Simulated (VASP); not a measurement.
# AgCl (Fm-3m) in VASP: vibrations by perturbation theory with PBE

Aim: the vibrations by perturbation theory of AgCl with PBE.

Everything below comes from runs of VASP 6.6.1. Logs are shortened: lines on timing, memory, paths and dates and some standing lists are left out, and cuts for length are marked.

### 1 The cell of the first run

The structure is cubic, space group Fm-3m (No. 225). The conventional cell has a = 5.611 Å, b = 5.611 Å, c = 5.611 Å, α = 90.00°, β = 90.00°, γ = 90.00°. Within 3.7 Å of Ag (site symmetry m-3m) lie 6 Cl at 2.81 Å. Within 3.7 Å of Cl (site symmetry m-3m) lie 6 Ag at 2.81 Å.

### 2 Vibrations by perturbation theory, PBE

INCAR reads:

```
SYSTEM = AgCl
ALGO = Normal ; EDIFF = 1E-8
ENCUT = 520 ; GGA = PE
IBRION = 8 ; ISIF = 2
ISMEAR = 0 ; LASPH = .TRUE.
LCHARG = .TRUE. ; LEPSILON = .TRUE.
LREAL = .FALSE. ; LWAVE = .FALSE.
NELM = 80 ; NSW = 1
PREC = Accurate ; SIGMA = 0.01
```

KPOINTS reads:

```
k-points
0
G
  8 8 8
  0 0 0
```

POSCAR reads:

```
AgCl
1.0
    0.0000000000      2.8055689746      2.8055689746
    2.8055689746      0.0000000000      2.8055689746
    2.8055689746      2.8055689746      0.0000000000
Ag Cl
1 1
Direct
    0.0000000000      0.0000000000      0.0000000000
    0.5000000000      0.5000000000      0.5000000000
```

Potentials or basis: VASP PAW PBE potentials, release 64 (Ag, Cl).

Run with:

```sh
$ cat potpaw_PBE.64/Ag/POTCAR potpaw_PBE.64/Cl/POTCAR > POTCAR
$ mpirun -np 1 vasp_std > vasp.out
```

OUTCAR:

```text
SYSTEM = AgCl
   EDIFF = 1E-8
   ENCUT = 520
   GGA = PE
   IBRION = 8
   ISIF = 2
   ISMEAR = 0
   LASPH = .TRUE.
   LEPSILON = .TRUE.
   LREAL = .FALSE.
   NELM = 80
   NSW = 1
   PREC = Accurate

 ion  position               nearest neighbor table
   1  0.000  0.000  0.000-   2 2.81   2 2.81   2 2.81   2 2.81   2 2.81   2 2.81
   2  0.500  0.500  0.500-   1 2.81   1 2.81   1 2.81   1 2.81   1 2.81   1 2.81

  LATTYP: Found a face centered cubic cell.
 ALAT       =     5.6111379492

  Lattice vectors:

 A1 = (   0.0000000000,   2.8055689746,   2.8055689746)
 A2 = (   2.8055689746,   0.0000000000,   2.8055689746)
 A3 = (   2.8055689746,   2.8055689746,   0.0000000000)

Analysis of symmetry for initial positions (statically):
=====================================================================
 Subroutine PRICEL returns:
 Original cell was already a primitive cell.

 Routine SETGRP: Setting up the symmetry group for a
 face centered cubic supercell.

 Subroutine GETGRP returns: Found 48 space group operations
 (whereof 48 operations were pure point group operations)
 out of a pool of 48 trial point group operations.

The static configuration has the point symmetry O_h .

Analysis of symmetry for dynamics (positions and initial velocities):
=====================================================================
 Subroutine PRICEL returns:
 Original cell was already a primitive cell.

 Routine SETGRP: Setting up the symmetry group for a
 face centered cubic supercell.

 Subroutine GETGRP returns: Found 48 space group operations
 (whereof 48 operations were pure point group operations)
 out of a pool of 48 trial point group operations.

The dynamic configuration has the point symmetry O_h .

 Subroutine INISYM returns: Found 48 space group operations
 (whereof 48 operations are pure point group operations),
[... 617 lines left out ...]
     0.00835  0.00000  0.00000
     0.00000  0.01290  0.00000
     0.00000  0.00000  0.01290

 MACROSCOPIC STATIC DIELECTRIC TENSOR (including local field effects in DFT)
 ------------------------------------------------------
           4.942765    -0.000000     0.000000
          -0.000000     4.942765     0.000000
          -0.000000     0.000000     4.942765
 ------------------------------------------------------

 PIEZOELECTRIC TENSOR (including local field effects)  for field in x, y, z        (e  Angst)
          XX          YY          ZZ          XY          YZ          ZX
  --------------------------------------------------------------------------------
  x     0.00000     0.00000     0.00000     0.00000     0.00000     0.00000
  y     0.00000     0.00000     0.00000     0.00000     0.00000     0.00000
  z     0.00000     0.00000     0.00000     0.00000     0.00000     0.00000

 PIEZOELECTRIC TENSOR (including local field effects)  for field in x, y, z        (C/m^2)
          XX          YY          ZZ          XY          YZ          ZX
  --------------------------------------------------------------------------------
  x     0.00000     0.00000     0.00000     0.00000     0.00000     0.00000
  y     0.00000     0.00000     0.00000     0.00000     0.00000     0.00000
  z     0.00000     0.00000     0.00000     0.00000     0.00000     0.00000

 BORN EFFECTIVE CHARGES (including local field effects) (in |e|, cummulative output)
 ---------------------------------------------------------------------------------
 ion    1
    1     1.45179     0.00000     0.00000
    2     0.00000     1.45179     0.00000
    3     0.00000     0.00000     1.45179
 ion    2
    1    -1.45179     0.00000     0.00000
    2     0.00000    -1.45179     0.00000
    3     0.00000     0.00000    -1.45179

 INTERNAL STRAIN TENSOR FOR ION    2 for displacements in x,y,z  (eV/Angst):
          X           Y           Z          XY          YZ          ZX
  --------------------------------------------------------------------------------
  x     0.00000     0.00000     0.00000     0.00000     0.00000     0.00000
  y     0.00000     0.00000     0.00000     0.00000     0.00000     0.00000
  z     0.00000     0.00000     0.00000     0.00000     0.00000     0.00000

 SECOND DERIVATIVES (NOT SYMMETRIZED)
 ------------------------------------
               1X          1Y          1Z          2X          2Y          2Z
  1X    -0.796138    0.000000    0.000000    0.796138    0.000000    0.000000
  1Y     0.000000   -0.796138    0.000000    0.000000    0.796138    0.000000
  1Z     0.000000    0.000000   -0.796138    0.000000    0.000000    0.796138
  2X     0.797222    0.000000    0.000000   -0.797222    0.000000    0.000000
  2Y     0.000000    0.797222    0.000000    0.000000   -0.797222    0.000000
  2Z     0.000000    0.000000    0.797222    0.000000    0.000000   -0.797222

 Eigenvectors and eigenvalues of the dynamical matrix
 ----------------------------------------------------

   1 f  =    2.701776 THz    16.975761 2PiTHz   90.121557 cm-1    11.173644 meV
             X         Y         Z           dx          dy          dz
      0.000000  0.000000  0.000000     0.000000    0.497106    0.000000
      2.805569  2.805569  2.805569     0.000000   -0.867690    0.000000
[... 21 lines left out ...]
   6 f/i=    0.000792 THz     0.004979 2PiTHz    0.026433 cm-1     0.003277 meV
             X         Y         Z           dx          dy          dz
      0.000000  0.000000  0.000000     0.000000    0.000000    0.867690
      2.805569  2.805569  2.805569     0.000000    0.000000    0.497106

--------------------------------------------------------------------------------------------------------

 MACROSCOPIC STATIC DIELECTRIC TENSOR IONIC CONTRIBUTION
 ------------------------------------------------------
          10.839252     0.000000     0.000000
           0.000000    10.839252     0.000000
           0.000000     0.000000    10.839252
 ------------------------------------------------------

 ELASTIC MODULI CONTR FROM IONIC RELAXATION (kBar)
 Direction    XX          YY          ZZ          XY          YZ          ZX
 --------------------------------------------------------------------------------
 XX           0.0000      0.0000      0.0000      0.0000      0.0000      0.0000
 YY           0.0000      0.0000      0.0000      0.0000      0.0000      0.0000
 ZZ           0.0000      0.0000      0.0000      0.0000      0.0000      0.0000
 XY           0.0000      0.0000      0.0000      0.0000      0.0000      0.0000
 YZ           0.0000      0.0000      0.0000      0.0000      0.0000      0.0000
 ZX           0.0000      0.0000      0.0000      0.0000      0.0000      0.0000
 --------------------------------------------------------------------------------

 PIEZOELECTRIC TENSOR IONIC CONTR  for field in x, y, z        (C/m^2)
          XX          YY          ZZ          XY          YZ          ZX
  --------------------------------------------------------------------------------
  x     0.00000     0.00000     0.00000     0.00000     0.00000     0.00000
  y     0.00000     0.00000     0.00000     0.00000     0.00000     0.00000
  z     0.00000     0.00000     0.00000     0.00000     0.00000     0.00000
```

Run time: 3.6 min. Hardware: 1 thread of Intel Xeon Platinum 8488C (Sapphire Rapids), shared host; peak memory 0.25 GiB.

Results:

* Electronic dielectric tensor (diagonal): 4.94
* Born charges (mean of the diagonal): Ag +1.45; Cl -1.45 e
* Highest phonon frequency at Γ, LO-TO splitting left out: 90 cm⁻¹

Phonon frequencies in cm⁻¹ (negative: imaginary):
```tsv
q point	frequencies
(0.000, 0.000, 0.000)	0 0 0 90 90 90
```

Electronic dielectric tensor:
```
4.94 0.00 0.00
0.00 4.94 0.00
0.00 0.00 4.94
```

Born effective charge tensors (e):
atom 1, Ag
```
1.45 0.00 0.00
0.00 1.45 0.00
0.00 0.00 1.45
```
atom 2, Cl
```
-1.45  0.00  0.00
 0.00 -1.45  0.00
 0.00  0.00 -1.45
```
